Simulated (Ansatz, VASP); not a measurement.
## In2S: VASP beside Ansatz

```xyz
3
Lattice="0.0000 3.6089 3.6089 3.6089 0.0000 3.6089 3.6089 3.6089 0.0000" Properties=species:S:1:pos:R:3 pbc="T T T"
In    1.8044    1.8044    1.8044
In    5.4133    5.4133    5.4133
S     0.0000    0.0000    0.0000
```

Change from the starting cell: species swapped into the In2Pt type (Fm-3m, No. 225).

Alike in both runs: functional PBE; k mesh 4 × 4 × 4; occupations gaussian, width 0.15 eV; no spin polarisation.

Ansatz relaxed the structure, and its values are those at the end. VASP's run is a single point on that final structure, the one shown.

|  | VASP | Ansatz |
| --- | --- | --- |
| version | VASP 6.6.1 | Ansatz 0.2.0 |
| potentials or method | VASP PAW PBE potentials, release 64 (In_d, S), cutoff 500 eV | scalar-relativistic, plane waves, PAW |
| valence electrons in the cell | 32 | 32 |

|  | VASP | Ansatz | Ansatz less VASP |
| --- | --- | --- | --- |
| gap on the k mesh at the Fermi level (eV) | 0.22 | 0.22 | -0.001 |
| least direct gap on the mesh (eV) | 1.23 | 1.23 | 0.000 |
| pressure (GPa) | 0.2 | 0.2 | +0.04 |

With one functional, cell and mesh, what is left measures potentials, basis and numerics.
